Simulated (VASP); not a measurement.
## KTaO3: single point with PBEsol+U

KTaO3:

```xyz
5
Lattice="3.9883 0.0000 0.0000 0.0000 3.9883 0.0000 0.0000 0.0000 3.9883" Properties=species:S:1:pos:R:3 pbc="T T T"
Ta    0.0000    0.0000    0.0000
K     1.9942    1.9942    1.9942
O     0.0000    0.0000    1.9942
O     0.0000    1.9942    0.0000
O     1.9942    0.0000    0.0000
```

* Program: VASP 6.6.1
* Task: single point
* Functional: PBEsol
* Potentials or basis: VASP PAW PBE potentials, release 64 (Ta_sv_GW, K_sv, O)
* Cutoff: 600 eV
* k mesh: 7 × 7 × 7
* Occupations: fermi-dirac, width 0.05 eV
* Spin: no spin polarisation
* Hubbard terms: Ta d U = 2.0 eV

| Item | Value |
| --- | --- |
| Pressure | 1.8 GPa |
| Band gap on the k mesh | 2.44 eV, indirect (least direct gap 3.03 eV) |

Levels at points of the mesh, in eV from the valence-band top:
| k point | band 17 | band 18 | band 19 | band 20 | band 21 | band 22 | band 23 | band 24 |
| --- | --- | --- | --- | --- | --- | --- | --- | --- |
| (0.00, 0.00, 0.00) | -1.02 | -0.59 | -0.59 | -0.59 | 2.44 | 2.44 | 2.44 | 6.45 |

Eigenvalues of the final occupation matrices:
| site | spin | trace | eigenvalues |
| --- | --- | --- | --- |
| site 1 d | 1 | 0.98 | 0.14 0.14 0.14 0.27 0.27 |
| site 1 d | 2 | 0.98 | 0.14 0.14 0.14 0.27 0.27 |

It took 26 s on 1 thread of Intel(R) Xeon(R) 6975P-C (Granite Rapids), with other jobs on the host, peak memory 0.2 GiB.

Caveat: the PAW data sets were made with another functional, which shifts forces and pressure a little; spin-orbit coupling is left out, which moves the levels of the heavy elements. A k mesh can miss the band edges.
